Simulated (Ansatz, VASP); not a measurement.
CdS: VASP beside Ansatz

Contents of INCAR:

```
SYSTEM = CdS
ALGO = Normal
EDIFF = 1E-7
ENCUT = 520
GGA = PE
ISIF = 2
ISMEAR = -1
LASPH = .TRUE.
LCHARG = .FALSE.
LREAL = .FALSE.
LWAVE = .FALSE.
NBANDS = 16
NELM = 60
PREC = Accurate
SIGMA = 0.02
```

The input KPOINTS:

```
k-points
0
G
  8 8 8
  0 0 0
```

POSCAR

```
CdS
1.0
    0.0783790623      3.0175938988      3.0175938988
    3.0175938988      0.0783790623      3.0175938988
    3.0175938988      3.0175938988      0.0783790623
Cd S
1 1
Direct
    0.0024257561      0.0024257561      0.0024257561
    0.2475742439      0.2475742439      0.2475742439
```

Input for Ansatz:

```yaml
crystal:
  lattice:
    - [0.0783790623, 3.0175938988, 3.0175938988]
    - [3.0175938988, 0.0783790623, 3.0175938988]
    - [3.0175938988, 3.0175938988, 0.0783790623]
  atoms:
    - { symbol: Cd, position: [0.0024257561, 0.0024257561, 0.0024257561] }
    - { symbol: S, position: [0.2475742439, 0.2475742439, 0.2475742439] }
kpoints:
  mp_grid: { grid: [8, 8, 8] }
  band_path:
    path:
      - [0.0, 0.0, 0.0]
      - [-0.5, -0.5, 0.0]
      - [-0.375, -0.375, 0.25]
      - [-0.375, 0.0, 0.375]
      - [0.0, 0.0, 0.5]
      - [-0.5, -0.25, 0.25]
    npoints: 1
hamiltonian:
  xc: pbe
scf:
  occupations: { method: fermi_dirac, width: 0.02 }
  n_extra_bands: 4
output:
  forces: true
  stress: true
  eigenvalues: true
```

Change from the starting cell: shear_111 strain +4.0%.

Alike in both runs: task single point; functional PBE; k mesh 8 × 8 × 8; occupations fermi-dirac, width 0.02 eV; no spin polarisation.

|  | VASP | Ansatz |
| --- | --- | --- |
| version | VASP 6.6.1 | Ansatz 0.2.0 |
| potentials or method | VASP PAW PBE potentials, release 64 (Cd, S) | plane waves, PAW |
| plane-wave cutoff (eV) | 520 | 420 |
| valence electrons in the cell | 18 | 26 |

```csv
,VASP,Ansatz,Ansatz less VASP
gap on the k mesh at the Fermi level (eV),0.94,0.94,-0.001
pressure (GPa),-0.5,-0.8,-0.27
"traceless stress, the component that is largest in VASP (GPa)",-0.71,-0.71,+0.005
rms of the force components (eV/Å),0.003,0.001,-0.0023
```

Atom by atom the forces differ by 0.002 eV/Å (rms over components). VASP's potentials hold 18 valence electrons a cell and Ansatz's 26, so a difference there can come from the potentials and not from the codes.
